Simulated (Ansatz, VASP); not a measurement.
**TiO2 in VASP and in Ansatz**

```
Ti O
1.0
     4.59400    0.00000    0.00000
     0.00000    4.59400    0.00000
     0.00000    0.00000    2.95900
Ti O
2 4
Direct
  0.00000 0.00000 0.00000
  0.50000 0.50000 0.50000
  0.30428 0.30428 0.00000
  0.19572 0.80428 0.50000
  0.69572 0.69572 0.00000
  0.80428 0.19572 0.50000
```

Alike in both runs: task electric field gradients; functional PBEsol; k mesh 7 × 7 × 10; occupations fermi-dirac, width 0.02 eV; no spin polarisation.

|  | VASP | Ansatz |
| --- | --- | --- |
| version | VASP 6.6.1 | Ansatz 0.2.0 |
| potentials or method | VASP PAW PBE potentials, release 64 (Ti_sv, O) | plane-wave PAW, scalar-relativistic |
| plane-wave cutoff (eV) | 520 | 420 |
| valence electrons in the cell | 48 | 48 |

Ansatz gave:

| Property | Result |
| --- | --- |
| gap on the k mesh at the Fermi level (eV) | 1.83 |
| pressure (GPa) | -2.2 |
| traceless stress, the component that is largest in VASP (GPa) | -1.45 |
| rms of the force components (eV/Å) | 0.029 |
| size of Vzz on the site where it differs most (V/Å²) | 22.8 |

Question: Which values does VASP return?

Answer: gap on the k mesh at the Fermi level (eV): 1.81; pressure (GPa): -1.6; traceless stress, the component that is largest in VASP (GPa): -1.26; rms of the force components (eV/Å): 0.019; size of Vzz on the site where it differs most (V/Å²): 21.6.

VASP's potentials were made for PBE, not for PBEsol. Atom by atom the forces differ by 0.010 eV/Å (rms over components). The functional is the same, so the differences come from potentials, cutoffs and numerics.
